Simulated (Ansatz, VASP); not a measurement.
## AlGe6S in VASP and in Ansatz

```
Al Ge S
1.0
     0.00000    4.93555    4.93555
     4.93555    0.00000    4.93555
     4.93555    4.93555    0.00000
Al Ge S
1 6 1
Cartesian
  0.0000 0.0000 0.0000
  2.5191 4.9355 4.9355
  7.3520 4.9355 4.9355
  4.9355 2.5191 4.9355
  4.9355 7.3520 4.9355
  4.9355 4.9355 2.5191
  4.9355 4.9355 7.3520
  4.9355 4.9355 4.9355
```

Alike in both runs: functional PBE; k mesh 4 × 4 × 4; occupations gaussian, width 0.1 eV; no spin polarisation.

Ansatz relaxed the structure, and its values are those at the end. VASP's run is a single point on that final structure, the one shown.

|  | VASP | Ansatz |
| --- | --- | --- |
| version | VASP 6.6.1 | Ansatz 0.2.0 |
| potentials or method | VASP PAW PBE potentials, release 64 (Al, Ge_d, S), cutoff 520 eV | scalar-relativistic, plane waves, PAW |
| valence electrons in the cell | 93 | 93 |

Ansatz gave:

- gap on the k mesh at the Fermi level (eV): none
- pressure (GPa): 0.0
- rms of the force components (eV/Å): 0.005

Problem. Estimate VASP's values.

Solution. gap on the k mesh at the Fermi level (eV): none; pressure (GPa): 0.0; rms of the force components (eV/Å): 0.009.

A gap of «none» marks a metal or a gap that the smearing closes. With one functional, cell and mesh, what is left measures potentials, basis and numerics.
